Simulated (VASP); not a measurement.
Wanted: the native input for a VASP 6.6.1 run.

| Item | Value |
| --- | --- |
| Task | single point |
| Functional | PBE |
| Potentials or basis | VASP PAW PBE potentials, release 64 (Ni, O) |
| Cutoff | 520 eV |
| k mesh | 6 × 6 × 4 |
| Occupations | gaussian, width 0.1 eV |
| Spin | no spin polarisation |
| Dipole correction | no |
| Further INCAR settings | ALGO = Normal; EDIFF = 1e-06; NBANDS = 24 |

The structure of NiO lies in POSCAR:

```
NiO
1.0
    3.5957334639      0.0000000000      0.0123167556
    0.0000000000      2.6429907451      0.0000000000
   -0.0379813296      0.0000000000      4.9395995310
Ni O
2 2
Direct
    0.0000000000      0.0000000000      0.0000000000
    0.0000000000      0.0000000000      0.5000000000
    0.8273803888      0.5000000000      0.2494869475
    0.1726196112      0.5000000000      0.7505130525
```

One way to write it, as run:

INCAR

```
PREC = Accurate ; ENCUT = 520
EDIFF = 1E-6 ; ISMEAR = 0
SIGMA = 0.1 ; LREAL = False
LASPH = True ; NELM = 80
ALGO = Normal ; ISIF = 2
LWAVE = False ; LCHARG = True
GGA = PE ; LELF = True
LVHAR = True ; NBANDS = 24
```

KPOINTS

```
regular mesh
0
Gamma
  6 6 4
```

Potentials or basis: VASP PAW PBE potentials, release 64 (Ni, O).

Launch:

```bash
$ cat potpaw_PBE.64/Ni/POTCAR potpaw_PBE.64/O/POTCAR > POTCAR
$ mpirun -np 1 vasp_std > vasp.out
```

Results of the run:

```
Pressure               : 0.6 GPa
Largest force          : 0.033 eV/Å
Band gap on the k mesh : zero (band 16 reaches 4.63 eV, above the bottom of band 17 at 4.55 eV)
```

Caveat: the k points lie up to 0.40 Å⁻¹ apart; the run has no spin polarisation, though such a crystal can be magnetic; semilocal functionals often make such compounds metallic where correlation or magnetic order opens a gap, which also shifts bond lengths.

It took 98 s on 1 thread of AMD EPYC 7R13 Processor (Zen 3), with other jobs on the host, peak memory 0.16 GiB.
